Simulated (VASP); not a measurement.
Cl:

```
Cl
1.0
     3.26421   -2.05747    0.00000
     3.26421    2.05747    0.00000
     0.00000    0.00000    8.40240
Cl
4
Direct
  0.88548 0.11452 0.60475
  0.11452 0.88548 0.39525
  0.61452 0.38548 0.10475
  0.38548 0.61452 0.89525
```

Base run:

| Quantity | Value |
| --- | --- |
| Program | VASP 6.6.1 |
| Functional | r2SCAN |
| Potentials or basis | VASP PAW PBE potentials, release 64 (Cl) |
| Cutoff | 520 eV |
| k mesh | 9 × 9 × 4 |
| Occupations | fermi-dirac, width 0.05 eV |
| Spin | no spin polarisation |

Its results: band gap on the k mesh 2.67 eV; pressure -0.1 GPa; largest force 0.020 eV/Å.

Q: The run is repeated on the same cell with these changes: functional from r2SCAN to PBE. What comes out?

A: Band gap on the k mesh 2.31 eV; pressure 1.3 GPa; largest force 0.264 eV/Å.

Caveats: the PAW data sets were made with another functional, which shifts forces and pressure a little (at least some runs); this functional lacks dispersion, which holds the molecules together, so the pressure and a relaxed volume are unreliable (at least some runs).

A k mesh can miss the band edges.
